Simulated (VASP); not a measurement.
# InSb in VASP: further runs

The runs below take InSb through single point, with PBE.

Program: VASP 6.6.1. These are calculated values, not measurements. Logs are shortened: lines on timing, memory, paths and dates and some standing lists are left out, and cuts for length are marked.

### 1 The cell of the first run

The cell holds a wire with vacuum, 2 atoms: a = 9.000 Å, b = 9.300 Å, c = 5.171 Å, α = 90.00°, β = 90.00°, γ = 90.00°.

### 2 Single point, PBE, collinear spin, ferromagnetic start

File INCAR:

```
SYSTEM = InSb
ALGO = Normal ; EDIFF = 1E-6
ENCUT = 520 ; GGA = PE
ISIF = 2 ; ISMEAR = 0
ISPIN = 2 ; LASPH = .True.
LCHARG = .True. ; LELF = .True.
LORBIT = 11 ; LREAL = .False.
LVHAR = .True. ; LWAVE = .False.
MAGMOM = 0.5 0.5 ; NBANDS = 20
NELM = 150 ; PREC = Accurate
SIGMA = 0.05
```

File KPOINTS:

```
k-points
0
Gamma
  1 1 13
  0 0 0
```

File POSCAR:

```
InSb
1.0
    9.0000000000      0.0000000000      0.0000000000
    0.0000000000      9.3000000000      0.0000000000
    0.0000000000      0.0000000000      5.1713537633
In Sb
1 1
Direct
    0.5000000000      0.5000000000      0.0000000000
    0.5000000000      0.5000000000      0.5000000000
```

Potentials or basis: VASP PAW PBE potentials, release 64 (In_d, Sb).

Run with:

```sh
$ cat potpaw_PBE.64/In_d/POTCAR potpaw_PBE.64/Sb/POTCAR > POTCAR
$ mpirun -np 1 vasp_std > vasp.out
```

OUTCAR:

```text
SYSTEM = InSb
   EDIFF = 1E-6
   ENCUT = 520
   GGA = PE
   ISIF = 2
   ISMEAR = 0
   ISPIN = 2
   LASPH = .True.
   LORBIT = 11
   LREAL = .False.
   NELM = 150
   PREC = Accurate

 ion  position               nearest neighbor table
   1  0.500  0.500  0.000-   2 2.59   2 2.59
   2  0.500  0.500  0.500-   1 2.59   1 2.59

  LATTYP: Found a simple orthorhombic cell.
 ALAT       =     5.1713537633
 B/A-ratio  =     1.7403566671
 C/A-ratio  =     1.7983685560

  Lattice vectors:

 A1 = (   0.0000000000,   0.0000000000,   5.1713537633)
 A2 = (   9.0000000000,   0.0000000000,   0.0000000000)
 A3 = (   0.0000000000,   9.3000000000,   0.0000000000)

Analysis of symmetry for initial positions (statically):
=====================================================================
 Subroutine PRICEL returns:
 Original cell was already a primitive cell.

 Routine SETGRP: Setting up the symmetry group for a
 simple orthorhombic supercell.

 Subroutine GETGRP returns: Found  8 space group operations
 (whereof  8 operations were pure point group operations)
 out of a pool of  8 trial point group operations.

The static configuration has the point symmetry D_2h.

Analysis of symmetry for dynamics (positions and initial velocities):
=====================================================================
 Subroutine PRICEL returns:
 Original cell was already a primitive cell.

 Routine SETGRP: Setting up the symmetry group for a
 simple orthorhombic supercell.

 Subroutine GETGRP returns: Found  8 space group operations
 (whereof  8 operations were pure point group operations)
 out of a pool of  8 trial point group operations.

The dynamic configuration has the point symmetry D_2h.

Analysis of structural, dynamic, and magnetic symmetry:
=====================================================================
 Subroutine PRICEL returns:
 Original cell was already a primitive cell.

 Routine SETGRP: Setting up the symmetry group for a
 simple orthorhombic supercell.

 Subroutine GETGRP returns: Found  8 space group operations
 (whereof  8 operations were pure point group operations)
 out of a pool of  8 trial point group operations.

The overall configuration has the point symmetry D_2h.

 Subroutine INISYM returns: Found  8 space group operations
 (whereof  8 operations are pure point group operations),
 and found     1 'primitive' translations

----------------------------------------------------------------------------------------

                                     Primitive cell

  volume of cell :     432.8423

  direct lattice vectors                    reciprocal lattice vectors
     9.000000000  0.000000000  0.000000000     0.111111111  0.000000000  0.000000000
     0.000000000  9.300000000  0.000000000     0.000000000  0.107526882  0.000000000
     0.000000000  0.000000000  5.171353763     0.000000000  0.000000000  0.193372963

  length of vectors
     9.000000000  9.300000000  5.171353763     0.111111111  0.107526882  0.193372963

  position of ions in fractional coordinates (direct lattice)
     0.500000000  0.500000000  0.000000000
     0.500000000  0.500000000  0.500000000

  ion indices of the primitive-cell ions
   primitive index   ion index
                 1           1
                 2           2

----------------------------------------------------------------------------------------

 KPOINTS: k-points

Automatic generation of k-mesh.
 Grid dimensions read from file:
 generate k-points for:    1    1   13

 Generating k-lattice:

  Cartesian coordinates                     Fractional coordinates (reciprocal lattice)
     0.111111111  0.000000000  0.000000000     1.000000000  0.000000000  0.000000000
     0.000000000  0.107526882  0.000000000     0.000000000  1.000000000  0.000000000
     0.000000000  0.000000000  0.014874843     0.000000000  0.000000000  0.076923077

  Length of vectors
     0.111111111  0.107526882  0.014874843

  Shift w.r.t. Gamma in fractional coordinates (k-lattice)
     0.000000000  0.000000000  0.000000000

 Subroutine IBZKPT returns following result:
 ===========================================

 Found      7 irreducible k-points:

 Following reciprocal coordinates:
            Coordinates               Weight
  0.000000  0.000000  0.000000      1.000000
  0.000000  0.000000  0.076923      2.000000
  0.000000  0.000000  0.153846      2.000000
  0.000000  0.000000  0.230769      2.000000
  0.000000  0.000000  0.307692      2.000000
  0.000000  0.000000  0.384615      2.000000
  0.000000  0.000000  0.461538      2.000000
   k-points           NKPTS =      7   k-points in BZ     NKDIM =      7   number of bands    NBANDS=     20
   number of dos      NEDOS =    301   number of ions     NIONS =      2
   total plane-waves  NPLWV = 196000
   dimension x,y,z NGX =    70 NGY =   70 NGZ =   40
   dimension x,y,z NGXF=   140 NGYF=  140 NGZF=   80
   ions per type =               1   1
   NGX,Y,Z   is equivalent  to a cutoff of  12.93, 12.51, 12.86 a.u.
   NGXF,Y,Z  is equivalent  to a cutoff of  25.86, 25.03, 25.72 a.u.
 SYSTEM =  InSb
   PREC   = accura    normal or accurate (medium, high low for compatibility)
   ISTART =      0    job   : 0-new  1-cont  2-samecut
   ICHARG =      2    charge: 1-file 2-atom 10-const
   ISPIN  =      2    spin polarized calculation?
   LNONCOLLINEAR =      F non collinear calculations
   LSORBIT =      F    spin-orbit coupling
   LASPH  =      T    aspherical Exc in radial PAW
   ENCUT  =  520.0 eV  38.22 Ry    6.18 a.u.  16.73 17.29  9.62*2*pi/ulx,y,z
   NELM   =    150;   NELMIN=  2; NELMDL= -5     # of ELM steps
   EDIFF  = 0.1E-05   stopping-criterion for ELM
   LREAL  =      F    real-space projection
   EDIFFG = 0.1E-04   stopping-criterion for IOM
   NSW    =      0    number of steps for IOM
   IBRION =     -1    ionic relax: 0-MD 1-quasi-New 2-CG
   NFREE  =      0    steps in history (QN), initial steepest desc. (CG)
   ISIF   =      2    stress and relaxation
   ISYM   =      2    0-nonsym 1-usesym 2-fastsym
   POTIM  = 0.5000    time-step for ionic-motion
   TEBEG  =    0.0;   TEEND  =   0.0 temperature during run
   PSTRESS=    0.0 pullay stress
   NELECT =      18.0000    total number of electrons
   NUPDOWN=      -1.0000    fix difference up-down
   EMIN   =  10.00;   EMAX   =-10.00  energy-range for DOS
[... 54 lines left out ...]
     20       3.8503      0.00000

 k-point     2 :       0.0000    0.0000    0.0769
  band No.  band energies     occupation
      1     -18.2303      1.00000
      2     -17.9084      1.00000
      3     -17.9083      1.00000
      4     -17.8556      1.00000
      5     -17.8555      1.00000
      6     -12.2542      1.00000
[... 12 lines left out ...]
     19       4.0706      0.00000
     20       4.0859      0.00000

 k-point     3 :       0.0000    0.0000    0.1538
  band No.  band energies     occupation
      1     -18.2220      1.00000
      2     -17.9109      1.00000
      3     -17.9108      1.00000
      4     -17.8556      1.00000
      5     -17.8555      1.00000
      6     -12.2232      1.00000
[... 12 lines left out ...]
     19       4.2675      0.00000
     20       4.4126      0.00000

 k-point     4 :       0.0000    0.0000    0.2308
  band No.  band energies     occupation
      1     -18.2101      1.00000
      2     -17.9143      1.00000
      3     -17.9142      1.00000
      4     -17.8556      1.00000
      5     -17.8556      1.00000
      6     -12.1751      1.00000
[... 12 lines left out ...]
     19       3.6274      0.00000
     20       4.6294      0.00000

 k-point     5 :       0.0000    0.0000    0.3077
  band No.  band energies     occupation
      1     -18.1975      1.00000
      2     -17.9180      1.00000
      3     -17.9179      1.00000
      4     -17.8556      1.00000
      5     -17.8556      1.00000
      6     -12.1171      1.00000
[... 12 lines left out ...]
     19       3.5551      0.00000
     20       4.0545      0.00000

 k-point     6 :       0.0000    0.0000    0.3846
  band No.  band energies     occupation
      1     -18.1868      1.00000
      2     -17.9211      1.00000
      3     -17.9210      1.00000
      4     -17.8556      1.00000
      5     -17.8556      1.00000
      6     -12.0621      1.00000
[... 12 lines left out ...]
     19       3.5125      0.00000
     20       3.7545      0.00000

 k-point     7 :       0.0000    0.0000    0.4615
  band No.  band energies     occupation
      1     -18.1808      1.00000
      2     -17.9228      1.00000
      3     -17.9227      1.00000
      4     -17.8556      1.00000
      5     -17.8556      1.00000
      6     -12.0276      1.00000
[... 12 lines left out ...]
     19       3.6622      0.00000
     20       3.7923      0.00000
 Fermi energy:        -3.2944368617

 spin component 2

 k-point     1 :       0.0000    0.0000    0.0000
  band No.  band energies     occupation
      1     -18.1979      1.00000
      2     -17.8830      1.00000
      3     -17.8830      1.00000
      4     -17.8420      1.00000
      5     -17.8419      1.00000
      6     -11.9554      1.00000
[... 12 lines left out ...]
     19       4.0679      0.00000
     20       4.0783      0.00000

 k-point     2 :       0.0000    0.0000    0.0769
  band No.  band energies     occupation
      1     -18.1954      1.00000
      2     -17.8839      1.00000
      3     -17.8838      1.00000
      4     -17.8420      1.00000
      5     -17.8419      1.00000
      6     -11.9421      1.00000
[... 12 lines left out ...]
     19       4.2805      0.00000
     20       4.3027      0.00000

 k-point     3 :       0.0000    0.0000    0.1538
  band No.  band energies     occupation
      1     -18.1885      1.00000
      2     -17.8862      1.00000
      3     -17.8862      1.00000
      4     -17.8420      1.00000
      5     -17.8419      1.00000
      6     -11.9031      1.00000
[... 12 lines left out ...]
     19       4.3483      0.00000
     20       4.5430      0.00000

 k-point     4 :       0.0000    0.0000    0.2308
  band No.  band energies     occupation
      1     -18.1786      1.00000
      2     -17.8896      1.00000
      3     -17.8895      1.00000
      4     -17.8420      1.00000
      5     -17.8420      1.00000
      6     -11.8422      1.00000
[... 12 lines left out ...]
     19       3.6902      0.00000
     20       4.7329      0.00000

 k-point     5 :       0.0000    0.0000    0.3077
  band No.  band energies     occupation
      1     -18.1681      1.00000
      2     -17.8931      1.00000
      3     -17.8930      1.00000
      4     -17.8420      1.00000
      5     -17.8420      1.00000
      6     -11.7676      1.00000
[... 12 lines left out ...]
     19       3.6047      0.00000
     20       4.1762      0.00000

 k-point     6 :       0.0000    0.0000    0.3846
  band No.  band energies     occupation
      1     -18.1593      1.00000
      2     -17.8960      1.00000
      3     -17.8959      1.00000
      4     -17.8420      1.00000
      5     -17.8420      1.00000
      6     -11.6955      1.00000
[... 12 lines left out ...]
     19       3.6241      0.00000
     20       3.8296      0.00000

 k-point     7 :       0.0000    0.0000    0.4615
  band No.  band energies     occupation
      1     -18.1543      1.00000
      2     -17.8976      1.00000
      3     -17.8975      1.00000
      4     -17.8420      1.00000
      5     -17.8420      1.00000
      6     -11.6492      1.00000
[... 12 lines left out ...]
     19       3.7651      0.00000
     20       3.8928      0.00000

------------------------ aborting loop because EDIFF is reached ----------------------------------------

  FORCE on cell =-STRESS in cart. coord.  units (eV):
  Direction    XX          YY          ZZ          XY          YZ          ZX
  --------------------------------------------------------------------------------------
  -------------------------------------------------------------------------------------
  Total        0.0700952      0.0474931      5.9494111      0.0000000      0.0000000      0.0000000
  in kB        0.2594592      0.1757970     22.0219036      0.0000000      0.0000000      0.0000000
  external PRESSURE =       7.4857199 kB  Pullay stress =       0.0000000 kB

 VOLUME and BASIS-vectors are now :
 -----------------------------------------------------------------------------
  energy-cutoff  :      520.00
  volume of cell :      432.84
      direct lattice vectors                 reciprocal lattice vectors
     9.000000000  0.000000000  0.000000000     0.111111111  0.000000000  0.000000000
     0.000000000  9.300000000  0.000000000     0.000000000  0.107526882  0.000000000
     0.000000000  0.000000000  5.171353763     0.000000000  0.000000000  0.193372963

 POSITION                                       TOTAL-FORCE (eV/Angst)
 -----------------------------------------------------------------------------------
      4.50000      4.65000      0.00000         0.000000      0.000000      0.000000
      4.50000      4.65000      2.58568         0.000000      0.000000      0.000000
 -----------------------------------------------------------------------------------
    total drift:                                0.000000      0.000000      0.000000

  FREE ENERGIE OF THE ION-ELECTRON SYSTEM (eV)
  ---------------------------------------------------
  free  energy   TOTEN  =        -4.3442160712 eV

  energy  without entropy=       -4.3440236064  energy(sigma->0) =       -4.34411984

 total charge

# of ion       s       p       d       tot
------------------------------------------
    1        1.025   0.544   9.850  11.419
    2        1.179   1.275   0.015   2.469
--------------------------------------------------
tot          2.205   1.819   9.865  13.888

 magnetization (x)

# of ion       s       p       d       tot
------------------------------------------
    1        0.030   0.008   0.014   0.051
    2        0.018   0.249   0.002   0.269
--------------------------------------------------
tot          0.047   0.257   0.016   0.320
```

Run time: 3.5 min. Hardware: 1 thread of Intel Xeon 6975P-C, shared host; peak memory 0.64 GiB.

What came out:

```
Free energy                                           : -4.3442 eV
Net moment                                            : 0.77 μB per cell
Site moments                                          : In +0.05; Sb +0.27 μB
Valence electrons inside the program's atomic spheres : In 11.42; Sb 2.47
```

Levels at points of the mesh, in eV from the Fermi level:
Spin up:
```
           k point  band 7  band 8  band 9  band 10  band 11  band 12
(0.00, 0.00, 0.00)   -2.77   -1.72   -1.09    -1.09     3.62     4.10
```
Spin down:
```tsv
k point	band 6	band 7	band 8	band 9	band 10	band 11	band 12	band 13
(0.00, 0.00, 0.00)	-8.66	-2.56	-1.56	-0.72	-0.72	3.71	4.31	4.32
```

Caveat: spin-orbit coupling is left out, which moves the levels of the heavy elements.

### 3 Single point, PBE, collinear spin, ferromagnetic start

This run uses another cell than the first one, of 231.04 Å³/atom, 1.068 times its volume.

File INCAR:

```
PREC = Accurate
ENCUT = 520
EDIFF = 1E-7
ISMEAR = 0
SIGMA = 0.05
LREAL = F
LASPH = T
NELM = 150
ALGO = Normal
ISIF = 2
LWAVE = F
LCHARG = F
ISPIN = 2
MAGMOM = 0.5 0.5
LORBIT = 11
GGA = PE
NBANDS = 20
```

File KPOINTS:

```
regular mesh
0
Gamma
  1 1 13
```

Edit POSCAR of step 2 so:

```diff
@@ -4,3 +4,3 @@
     0.0000000000      9.3000000000      0.0000000000
-    0.0000000000      0.0000000000      5.1713537633
+    0.0000000000      0.0000000000      5.5206588917
 In Sb
```

Potentials or basis: VASP PAW PBE potentials, release 64 (In_d, Sb).

Run with:

```sh
$ cat potpaw_PBE.64/In_d/POTCAR potpaw_PBE.64/Sb/POTCAR > POTCAR
$ mpirun -np 1 vasp_std > vasp.out
```

Run time: 4.5 min. Hardware: 1 thread of Intel Xeon 6975P-C, shared host; peak memory 0.69 GiB.

It converged, with:

| Property | Result |
| --- | --- |
| Free energy | -4.5537 eV |
| Net moment | 0.77 μB per cell |
| Site moments | In -0.01; Sb +0.28 μB |
| Valence electrons inside the program's atomic spheres | In 11.31; Sb 2.40 |

Levels at points of the mesh, in eV from the Fermi level:
Spin up:
```tsv
k point	band 7	band 8	band 9	band 10	band 11	band 12
(0.00, 0.00, 0.00)	-2.49	-2.46	-0.87	-0.87	3.55	3.55
```
Spin down:
```
           k point  band 5  band 6  band 7  band 8  band 9  band 10  band 11  band 12  band 13  band 14
(0.00, 0.00, 0.00)  -14.54   -8.37   -2.36   -2.33   -0.45    -0.45     3.67     3.73     3.74     4.79
```

Caveat: spin-orbit coupling is left out, which moves the levels of the heavy elements.

### 4 Single point, PBE, collinear spin, ferromagnetic start

This run uses another cell than the first one, of 231.02 Å³/atom, 1.067 times its volume.

File INCAR:

```
SYSTEM = InSb
ALGO = Normal
EDIFF = 1E-7
ENCUT = 520
GGA = PE
ISIF = 2
ISMEAR = 0
ISPIN = 2
LASPH = .True.
LCHARG = .False.
LORBIT = 11
LREAL = .False.
LWAVE = .False.
MAGMOM = 0.5 0.5
NBANDS = 20
NELM = 150
PREC = Accurate
SIGMA = 0.05
```

File KPOINTS:

```
k-points
0
Gamma
  1 1 13
  0 0 0
```

File POSCAR:

```
InSb
1.0
    9.0000000000      0.0000000000      0.0000000000
    0.0000000000      9.3000000000      0.0000000000
    0.0000000000      0.0000000000      5.5201026129
In Sb
1 1
Direct
    0.5000000000      0.5000000000     -0.0175049061
    0.5000000000      0.5000000000      0.4825049061
```

Run with:

```sh
$ cat potpaw_PBE.64/In_d/POTCAR potpaw_PBE.64/Sb/POTCAR > POTCAR
$ mpirun -np 1 vasp_std > vasp.out
```

Wall time 4.4 min (1 thread of Intel Xeon 6975P-C, shared host); peak memory 0.69 GiB.

Results (log left out):

```
Free energy                                           : -4.5537 eV
Net moment                                            : 0.77 μB per cell
Site moments                                          : In -0.01; Sb +0.28 μB
Valence electrons inside the program's atomic spheres : In 11.31; Sb 2.40
```

Levels at points of the mesh, in eV from the Fermi level:
Spin up:
| k point | band 6 | band 7 | band 8 | band 9 | band 10 | band 11 | band 12 | band 13 |
| --- | --- | --- | --- | --- | --- | --- | --- | --- |
| (0.00, 0.00, 0.00) | -8.71 | -2.49 | -2.46 | -0.87 | -0.87 | 3.55 | 3.56 | 3.58 |
Spin down:
```csv
k point,band 5,band 6,band 7,band 8,band 9,band 10,band 11,band 12,band 13,band 14
"(0.00, 0.00, 0.00)",-14.54,-8.37,-2.36,-2.33,-0.45,-0.45,3.67,3.73,3.74,4.79
```

Caveat: spin-orbit coupling is left out, which moves the levels of the heavy elements.

### 5 Overview

| cell | gap on the mesh (eV) | moment (μB) |
| --- | --- | --- |
| a = 9.000, b = 9.300, c = 5.171 Å, 2 atoms | none | 0.77 |
| a = 9.000, b = 9.300, c = 5.521 Å, 2 atoms | none | 0.77 |
| a = 9.000, b = 9.300, c = 5.520 Å, 2 atoms | none | 0.77 |

Alike in all rows: task single point; level PBE; potentials or basis VASP PAW PBE potentials, release 64 (In_d, Sb); spin collinear, ferromagnetic start; k mesh 1 × 1 × 13; cutoff (eV) 520; smearing gaussian 0.05 eV.

Caveats: spin-orbit coupling is left out, which moves the levels of the heavy elements.

Absolute energies hang on the potentials; compare differences alone.
